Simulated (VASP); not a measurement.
A run of VASP 6.6.1:

Contents of POSCAR:

```
Pt3Pb
1.0
    4.1736269076      0.0000000000      0.0000000000
    0.0000000000      4.1736269076      0.0000000000
    0.0000000000      0.0000000000      4.1736269076
Pt Pb
3 1
Direct
    0.0000000000      0.5000000000      0.5000000000
    0.5000000000      0.0000000000      0.5000000000
    0.5000000000      0.5000000000      0.0000000000
    0.0000000000      0.0000000000      0.0000000000
```

INCAR.step1

```
PREC = Accurate
ENCUT = 520
ISMEAR = 0
SIGMA = 0.1
LREAL = F
LASPH = T
NELM = 60
NBANDS = 30
GGA = PE
ALGO = Normal
EDIFF = 1E-4
LWAVE = T
LCHARG = F
```

Contents of INCAR.step2:

```
PREC = Accurate
ENCUT = 520
EDIFF = 1E-6
ISMEAR = 0
SIGMA = 0.1
LREAL = F
LASPH = T
NELM = 60
ALGO = Normal
ISIF = 2
LWAVE = F
LCHARG = F
METAGGA = R2SCAN
LMIXTAU = T
NBANDS = 30
ISTART = 1
```

Contents of KPOINTS:

```
regular mesh
0
Gamma
  10 10 10
```

Potentials or basis: VASP PAW PBE potentials, release 64 (Pt, Pb_d).

Run with:

```bash
$ cat potpaw_PBE.64/Pt/POTCAR potpaw_PBE.64/Pb_d/POTCAR > POTCAR
$ cp INCAR.step1 INCAR
$ mpirun -np 1 vasp_std > vasp.out
$ cp INCAR.step2 INCAR
$ mpirun -np 1 vasp_std > vasp.out
```

Hardware: 1 thread of Intel(R) Xeon(R) 6975P-C (Granite Rapids), with other jobs on the host.

Question: Estimate the wall time of this run.

Answer: It took 110 s on 1 thread of Intel(R) Xeon(R) 6975P-C (Granite Rapids) (shared host), peak memory 0.25 GiB. Counts: k points 56.
